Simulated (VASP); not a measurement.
**Si5Mo3: single point with PBE**

System: Si5Mo3.

```
Si Mo
1.0
     7.45741    0.08098    0.17755
     0.08098    6.80349    0.10540
     0.17755    0.10540    7.53982
Si Mo
15 9
Direct
  0.96408 0.08493 0.74744
  0.53801 0.05653 0.24597
  0.78489 0.61996 0.57528
  0.35832 0.34679 0.70400
  0.33312 0.67365 0.63782
  0.14068 0.43291 0.94904
  0.30544 0.05112 0.86385
  0.65307 0.95970 0.59871
  0.40341 0.70060 0.95661
  0.32207 0.06640 0.48797
  0.66021 0.28639 0.81069
  0.63537 0.74431 0.21104
  0.24741 0.63091 0.29247
  0.65552 0.02988 0.97187
  0.51465 0.51933 0.39499
  0.74476 0.27372 0.51670
  0.88026 0.95541 0.17636
  0.77004 0.61321 0.93795
  0.08664 0.79340 0.95004
  0.52247 0.35936 0.11034
  0.88892 0.48211 0.25534
  0.15566 0.23088 0.26347
  0.07234 0.38746 0.57901
  0.02404 0.87887 0.49016
```

- Program: VASP 6.6.1
- Task: single point
- Functional: PBE
- Potentials or basis: VASP PAW PBE potentials, release 64 (Si, Mo_sv)
- Cutoff: 520 eV
- k mesh: 1 × 1 × 1, shifted
- Occupations: fermi-dirac, width 0.2671 eV
- Spin: no spin polarisation
- Dipole correction: no
- Further INCAR settings: LREAL = Auto; ALGO = Normal; EDIFF = 1e-07; NBANDS = 111; ISYM = 0

```yaml
Pressure: 4.5 GPa
Largest_force: 3.386 eV/Å
```

Forces on the atoms (eV/Å):
```
Si  -0.097 -0.035  1.087
Si  -0.914 -0.115  3.258
Si   0.175  0.907  0.684
Si   2.022 -1.461  0.562
Si  -1.142  2.002 -0.750
Si  -0.672 -0.775  0.960
Si   0.156  0.283  0.604
Si  -0.480 -2.660  0.283
Si   1.454 -0.778  0.151
Si  -0.173 -0.818  1.916
Si  -0.179  3.048 -0.234
Si  -0.441 -0.753 -0.449
Si  -2.209  0.013 -0.970
Si  -0.504 -3.009 -1.404
Si   0.941 -1.244  2.045
Mo  -0.543 -0.686 -2.937
Mo   1.934  1.368  1.208
Mo  -0.336  1.120 -1.265
Mo  -0.385  0.898 -0.432
Mo  -0.671  1.362 -1.068
Mo   1.531  1.398 -1.281
Mo  -0.619  0.144 -2.065
Mo   0.114  0.708 -0.436
Mo   1.036 -0.919  0.535
```

Stress tensor (GPa, compression positive):
```
 1.31  2.28 -1.76
 2.28  6.27 -5.97
-1.76 -5.97  5.97
```

Levels at points of the mesh, in eV from the Fermi level:
| k point | band 90 | band 91 | band 92 | band 93 | band 94 | band 95 | band 96 | band 97 | band 98 | band 99 |
| --- | --- | --- | --- | --- | --- | --- | --- | --- | --- | --- |
| (0.25, 0.25, 0.25) | -0.38 | -0.28 | -0.15 | -0.08 | -0.01 | 0.20 | 0.31 | 0.40 | 0.53 | 0.74 |

It took 3.6 min on 1 thread of Intel(R) Xeon(R) Platinum 8375C CPU @ 2.90GHz (Ice Lake), on a shared host, peak memory 0.39 GiB.

Caveat: the k points lie up to 0.92 Å⁻¹ apart, too coarse for converged energies, forces and pressures; the atoms stand as in a frame of molecular dynamics; so wide a smearing shifts energies and pressures.
